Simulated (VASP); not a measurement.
Runs of VASP 6.6.1 on TaN. The structure is that of space group P-62m (No. 189), or close to it. The cells are those of the table. 

| cell | gap on the mesh (eV) | pressure (GPa) | largest force (eV/Å) |
| --- | --- | --- | --- |
| a = 5.196, b = 5.196, c = 2.911 Å, angles 90.0, 90.0, 120.0°, 6 atoms | none | -1.0 | 0.04 |
| a = 5.144, b = 5.144, c = 2.970 Å, angles 90.0, 90.0, 120.0°, 6 atoms | none | -1.2 | 0.12 |
| a = 5.092, b = 5.092, c = 3.031 Å, angles 90.0, 90.0, 120.0°, 6 atoms | none | (a) | 0.29 |
| a = 5.248, b = 5.248, c = 2.854 Å, angles 90.0, 90.0, 120.0°, 6 atoms | none | -0.5 | 0.17 |

Alike in all rows: task single point; level r2SCAN+D3(BJ); potentials or basis VASP PAW PBE potentials, release 64 (Ta_pv, N); no spin polarisation; k mesh 8 × 8 × 12; cutoff (eV) 520; smearing fermi-dirac 0.1 eV.

Problem. Fill in the values left out.

Solution. (a) -0.8.

Caveats: the PAW data sets were made with another functional, which shifts forces and pressure a little; spin-orbit coupling is left out, which moves the levels of the heavy elements.

A k mesh can miss the band edges, and the runs leave out spin-orbit coupling on Ta.

A gap of «none» marks levels without a gap at the run's occupations.
